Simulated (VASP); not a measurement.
Runs of VASP 6.6.1 on AgCl. The structure is that of space group Fm-3m (No. 225), or close to it. The cells are those of the table. 

| task | level | cell | k mesh | cutoff (eV) | gap on the mesh (eV) | pressure (GPa) | relaxed volume (Å³/atom) |
| --- | --- | --- | --- | --- | --- | --- | --- |
| relaxation of cell and atoms | r2SCAN+rVV10 | relaxed from a = 3.853 Å, angles 60.0°, 2 atoms | 8 × 8 × 8 | 550 | 1.37 | 0.0 | 20.81 |
| single point | r2SCAN+rVV10 | a = 3.889 Å, angles 60.0°, 2 atoms | 10 × 10 × 10 | 550 | 1.37 | 0.1 | - |
| single point | r2SCAN+rVV10 | a = 3.889 Å, angles 60.0°, 2 atoms | 8 × 8 × 8 | 550 | 1.37 | 0.1 | - |
| single point | PBEsol | a = 3.853 Å, angles 60.0°, 2 atoms | 6 × 6 × 6 | 500 | 0.72 | -0.1 | - |
| relaxation of cell and atoms | PBEsol | relaxed from a = 3.921 Å, angles 60.0°, 2 atoms | 6 × 6 × 6 | 500 | 0.72 | 0.0 | (a) |

Alike in all rows: potentials or basis VASP PAW PBE potentials, release 64 (Ag, Cl); no spin polarisation; smearing fermi-dirac 0.03 eV.

Task: Fill in the values left out.

Result: (a) 20.18.

Caveats: the PAW data sets were made with another functional, which shifts forces and pressure a little; semilocal functionals underestimate gaps, and a narrow one can read as zero (at least some runs).

A k mesh can miss the band edges, and the runs leave out spin-orbit coupling on Ag.
